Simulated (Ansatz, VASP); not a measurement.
## One calculation of Cu, two programs

File INCAR:

```
SYSTEM = Cu
ALGO = Normal
EDIFF = 1E-6
ENCUT = 520
GGA = PS
ISIF = 2
ISMEAR = 0
LASPH = .TRUE.
LCHARG = .FALSE.
LREAL = .FALSE.
LWAVE = .FALSE.
NBANDS = 12
NELM = 80
PREC = Accurate
SIGMA = 0.15
```

The input KPOINTS:

```
k-points
0
G
  24 24 24
  0 0 0
```

Contents of POSCAR:

```
Cu
1.0
   -1.3706536540      1.3706536540      1.4448855225
    1.3706536540     -1.3706536540      1.4448855225
    1.3706536540      1.3706536540     -1.4448855225
Cu
1
Direct
    0.0000000000      0.0000000000      0.0000000000
```

Input for Ansatz:

```yaml
crystal:
  lattice:
    - [-1.370653654, 1.370653654, 1.4448855225]
    - [1.370653654, -1.370653654, 1.4448855225]
    - [1.370653654, 1.370653654, -1.4448855225]
  atoms:
    - { symbol: Cu, position: [0.0, 0.0, 0.0] }
basis:
  ecutwfc: 420
kpoints:
  mp_grid: { grid: [24, 24, 24] }
hamiltonian:
  xc: pbesol
scf:
  occupations: { method: gaussian, width: 0.15 }
output:
  forces: true
  stress: true
  eigenvalues: true
```

Change from the starting cell: strain -0.050 along x and y, +0.050 along z, atoms carried along.

Alike in both runs: task single point; functional PBEsol; k mesh 24 × 24 × 24; occupations gaussian, width 0.15 eV; no spin polarisation.

|  | VASP | Ansatz |
| --- | --- | --- |
| version | VASP 6.6.1 | Ansatz 0.2.0 |
| potentials or method | VASP PAW PBE potentials, release 64 (Cu), cutoff 520 eV | scalar-relativistic, plane waves, PAW |
| valence electrons in the cell | 11 | 19 |

```csv
,VASP,Ansatz,Ansatz less VASP
gap on the k mesh at the Fermi level (eV),none,none,-
pressure (GPa),9.1,8.3,-0.76
"traceless stress, the component that is largest in VASP (GPa)",0.62,0.61,-0.007
```

VASP's potentials were made for PBE, not for PBEsol. A gap of «none» marks a metal or a gap that the smearing closes. The functional is the same, so the differences come from potentials, cutoffs and numerics. VASP's potentials hold 11 valence electrons a cell and Ansatz's 19, so a difference there can come from the potentials and not from the codes.
